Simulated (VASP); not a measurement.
Input of a VASP 6.6.1 run:

Contents of POSCAR:

```
ZnCu
1.0
    2.8597161700      0.0000000000      0.0000000000
    0.0000000000      2.8597161700      0.0000000000
    0.0000000000      0.0000000000      2.8597161700
Zn Cu
1 1
Direct
    0.5000000000      0.5000000000      0.5000000000
    0.0000000000      0.0000000000      0.0000000000
```

INCAR.step1

```
PREC     = Accurate       # precision mode
ENCUT    = 520            # plane-wave cutoff, eV
ISMEAR   = -1             # smearing method
SIGMA    = 0.1            # smearing width, eV
LREAL    = False          # projectors in reciprocal space
LASPH    = True           # aspherical terms in the spheres
NELM     = 100            # most SCF steps
GGA      = PE             # functional
ALGO     = Normal         # electronic algorithm
EDIFF    = 1E-4           # SCF threshold, eV
LWAVE    = True           # write WAVECAR
LCHARG   = False          # write CHGCAR
```

INCAR.step2

```
PREC     = Accurate       # precision mode
ENCUT    = 520            # plane-wave cutoff, eV
EDIFF    = 1E-7           # SCF threshold, eV
ISMEAR   = -1             # smearing method
SIGMA    = 0.1            # smearing width, eV
LREAL    = False          # projectors in reciprocal space
LASPH    = True           # aspherical terms in the spheres
NELM     = 100            # most SCF steps
ALGO     = Normal         # electronic algorithm
ISIF     = 2              # what is computed and relaxed
LWAVE    = False          # write WAVECAR
LCHARG   = False          # write CHGCAR
METAGGA  = R2SCAN         # meta-GGA
LMIXTAU  = True         
IBRION   = 2              # ionic algorithm
NSW      = 50             # ionic steps
EDIFFG   = -0.01          # ionic threshold
ISTART   = 1
```

Contents of KPOINTS:

```
regular mesh
0
Gamma
  11 11 11
```

Potentials or basis: VASP PAW PBE potentials, release 64 (Zn, Cu).

The run is started by

```console
$ cat potpaw_PBE.64/Zn/POTCAR potpaw_PBE.64/Cu/POTCAR > POTCAR
$ cp INCAR.step1 INCAR
$ mpirun -np 1 vasp_std > vasp.out
$ cp INCAR.step2 INCAR
$ mpirun -np 1 vasp_std > vasp.out
```

Q: Predict the band gap on the k mesh.

A: Zero (an odd number of electrons rules out a gap without spin polarisation).

Final structure:
```
Zn Cu
1.0
     2.85972    0.00000    0.00000
     0.00000    2.85972    0.00000
     0.00000    0.00000    2.85972
Zn Cu
1 1
Direct
  0.50000 0.50000 0.50000
  0.00000 0.00000 0.00000
```

Caveat: the relaxation stopped at its first step, so nothing moved.
